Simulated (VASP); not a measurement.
Set up this calculation in VASP 6.6.1, as the native input.

```yaml
Task: single point
Functional: PBE
Potentials_or_basis: VASP PAW PBE potentials, release 64 (N, Ti_sv, F)
Cutoff: 520 eV
k_mesh: 9 × 9 × 1
Occupations: gaussian, width 0.1 eV
Spin: no spin polarisation
Dipole_correction: yes
Further_INCAR_settings: ALGO = Normal; EDIFF = 1e-06; NBANDS = 38
```

The structure of Ti3N3F lies in POSCAR:

```
Ti3N3F
1.0
    3.0028555063      0.0000000000      0.0000000000
   -1.5014277532      2.6005491524      0.0000000000
    0.0000000000      0.0000000000     21.5541471841
N Ti F
3 3 1
Direct
    0.3333333333      0.6666666667      0.1855791355
    0.0000000000      0.0000000000      0.2993308526
    0.6666666667      0.3333333333      0.4147299353
    0.6666666667      0.3333333333      0.2424549941
    0.3333333333      0.6666666667      0.3575097830
    0.0000000000      0.0000000000      0.4664599856
    0.5000000000      0.3333333333      0.5320210560
```

One way to write it, as run:

INCAR

```
ALGO     = Normal         # electronic algorithm
DIPOL    = 0.5 0.5 0.357
EDIFF    = 1E-6           # SCF threshold, eV
ENCUT    = 520            # plane-wave cutoff, eV
GGA      = PE             # functional
IDIPOL   = 3            
ISIF     = 2              # what is computed and relaxed
ISMEAR   = 0              # smearing method
LASPH    = True           # aspherical terms in the spheres
LCHARG   = False          # write CHGCAR
LDIPOL   = True         
LREAL    = False          # projectors in reciprocal space
LWAVE    = False          # write WAVECAR
NBANDS   = 38             # bands
NELM     = 60             # most SCF steps
PREC     = Accurate       # precision mode
SIGMA    = 0.1            # smearing width, eV
```

KPOINTS

```
k-points
0
Gamma
  9 9 1
```

Potentials or basis: VASP PAW PBE potentials, release 64 (N, Ti_sv, F).

Command:

```sh
$ cat potpaw_PBE.64/N/POTCAR potpaw_PBE.64/Ti_sv/POTCAR potpaw_PBE.64/F/POTCAR > POTCAR
$ mpirun -np 1 vasp_std > vasp.out
```

It gave:

```yaml
Largest_force: 5.607 eV/Å
Band_gap_on_the_k_mesh: zero (bands 29 and 30 overlap by 0.03 eV)
```

It took 8.8 min on 1 thread of Intel(R) Xeon(R) Platinum 8259CL CPU @ 2.50GHz (Skylake/Cascade Lake), with other jobs on the host, peak memory 0.42 GiB.
